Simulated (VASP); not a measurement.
**Cs: single point with BLYP**

The system is Cs.

```
Cs
1.0
     0.00000    5.78490    5.78490
     5.78490    0.00000    5.78490
     5.78490    5.78490    0.00000
Cs
2
Direct
  0.12500 0.12500 0.12500
  0.87500 0.87500 0.87500
```

This cell differs from its parent crystal: volume scaled by 0.88.

```
Program             : VASP 6.6.1
Task                : single point
Functional          : BLYP
Potentials or basis : VASP PAW PBE potentials, release 64 (Cs_sv)
Cutoff              : 520 eV
k mesh              : 5 × 5 × 5
Occupations         : fermi-dirac, width 0.1 eV
Spin                : no spin polarisation
```

```json
{
  "Pressure": "0.1 GPa",
  "Band gap on the k mesh": "0.18 eV, direct"
}
```

Levels at points of the mesh, in eV from the valence-band top:
```
           k point  band 7  band 8  band 9  band 10  band 11  band 12
(0.00, 0.00, 0.00)  -10.95  -10.95   -1.12     1.39     1.39     1.43
```

Run time: 2.7 min on 1 thread of Intel(R) Xeon(R) Platinum 8488C (Sapphire Rapids) (shared host), peak memory 0.54 GiB.

Caveat: the PAW data sets were made with another functional, which shifts forces and pressure a little; spin-orbit coupling is left out, which moves the levels of the heavy elements. A k mesh can miss the band edges.
